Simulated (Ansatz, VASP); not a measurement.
**TePb: VASP beside Ansatz**

Contents of POSCAR:

```
TePb
1.0
    0.0000000000      3.2467362900      3.2467362900
    3.2467362900      0.0000000000      3.2467362900
    3.2467362900      3.2467362900      0.0000000000
Te Pb
1 1
Direct
    0.5000000000      0.5000000000      0.5000000000
    0.0000000000      0.0000000000      0.0000000000
```

INCAR.step1

```
  PREC = Accurate
  ENCUT = 520
  ISMEAR = -1
  SIGMA = 0.02
  LREAL = False
  LASPH = True
  NELM = 100
  GGA = PE
  ALGO = Normal
  EDIFF = 1E-4
  LWAVE = True
  LCHARG = False
```

INCAR.step2

```
  PREC = Accurate
  ENCUT = 520
  EDIFF = 1E-6
  ISMEAR = -1
  SIGMA = 0.02
  LREAL = False
  LASPH = True
  NELM = 100
  ALGO = Normal
  ISIF = 2
  LWAVE = False
  LCHARG = False
  METAGGA = R2SCAN
  LMIXTAU = True
  IBRION = 2
  NSW = 50
  EDIFFG = -0.01
  ISTART = 1
```

File KPOINTS:

```
regular mesh
0
Gamma
  8 8 8
```

Input for Ansatz:

```yaml
crystal:
  lattice:
    - [0.0, 3.24673629, 3.24673629]
    - [3.24673629, 0.0, 3.24673629]
    - [3.24673629, 3.24673629, 0.0]
  atoms:
    - { symbol: Te, position: [0.5, 0.5, 0.5] }
    - { symbol: Pb, position: [0.0, 0.0, 0.0] }
  symmetry: { tolerance: 0.0003 }
hamiltonian:
  xc: r2scan
  pseudopotentials: { kind: paw, azcp: { folder: soft_1 } }
basis:
  ecutwfc: 500
magnetization:
  spin_polarized: false
scf:
  occupations: { method: fermi_dirac, width: 0.02 }
kpoints:
  mp_grid: { grid: [8, 8, 8], shift: [0, 0, 0] }
  band_path:
    path:
      - [0.0, 0.0, 0.0]
      - [0.5, 0.0, 0.5]
      - [0.625, 0.25, 0.625]
      - [0.375, 0.375, 0.75]
      - [0.0, 0.0, 0.0]
      - [0.5, 0.5, 0.5]
      - [0.5, 0.25, 0.75]
      - [0.5, 0.0, 0.5]
    npoints: 10
output:
  forces: true
  stress: true
  eigenvalues: true
  write_potential: true
  elf: true
  volumetric_format: npy
  dos: { e_range: [-12, 8], de: 0.05 }
relax:
  max_steps: 30
```

Alike in both runs: task relaxation of the atoms; functional r2SCAN; k mesh 8 × 8 × 8; occupations fermi-dirac, width 0.02 eV; no spin polarisation.

```csv
,VASP,Ansatz
version,VASP 6.6.1,Ansatz 0.2.0
potentials or method,"VASP PAW PBE potentials, release 64 (Te, Pb_d), cutoff 520 eV",PAW plane waves
valence electrons in the cell,20,30
```

```tsv
	VASP	Ansatz	Ansatz less VASP
gap on the k mesh at the Fermi level, each at its own relaxed structure (eV)	1.05	1.06	+0.004
```

VASP's potentials were made for PBE, not for r2SCAN. VASP's potentials hold 20 valence electrons a cell and Ansatz's 30, so a difference there can come from the potentials and not from the codes. Ansatz's warnings: stress scf threshold loose.

Neither program's run includes spin-orbit coupling. Noted on VASP's run: the relaxation stopped at its first step, so nothing moved.
